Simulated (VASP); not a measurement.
Set up this calculation in VASP 6.6.1, as the native input.

```
Task                   : single point
Functional             : SVWN5
Potentials or basis    : VASP PAW PBE potentials, release 64 (Te, Sn_d)
Cutoff                 : 520 eV
k mesh                 : 7 × 7 × 7
Occupations            : fermi-dirac, width 0.05 eV
Spin                   : no spin polarisation
Dipole correction      : no
Further INCAR settings : ALGO = Normal; EDIFF = 1e-06; NBANDS = 17
```

The structure of SnTe lies in POSCAR:

```
SnTe
1.0
    0.0000000000      3.1082657258      3.1082657258
    3.1082657258      0.0000000000      3.1082657258
    3.1082657258      3.1082657258      0.0000000000
Te Sn
1 1
Direct
    0.5000000000      0.5000000000      0.5000000000
    0.0000000000      0.0000000000      0.0000000000
```

These files were run (other wordings do the same):

INCAR

```
SYSTEM = SnTe
PREC = Accurate ; ENCUT = 520
EDIFF = 1E-6 ; ISMEAR = -1
SIGMA = 0.05 ; LREAL = .FALSE.
LASPH = .TRUE. ; NELM = 60
ALGO = Normal ; ISIF = 2
LWAVE = .FALSE. ; LCHARG = .FALSE.
GGA = VW ; NBANDS = 17
```

KPOINTS

```
Automatic mesh
0
G
  7 7 7
  0 0 0
```

Potentials or basis: VASP PAW PBE potentials, release 64 (Te, Sn_d).

The run is started by

```sh
$ cat potpaw_PBE.64/Te/POTCAR potpaw_PBE.64/Sn_d/POTCAR > POTCAR
$ mpirun -np 1 vasp_std > vasp.out
```

Results of the run:

The pressure is 0.4 GPa.

Caveat: the PAW data sets were made with another functional, which shifts forces and pressure a little.

It took 23 s on 1 thread of AMD EPYC 7R43 64-Core Processor (Zen 3) (shared host), peak memory 0.14 GiB.
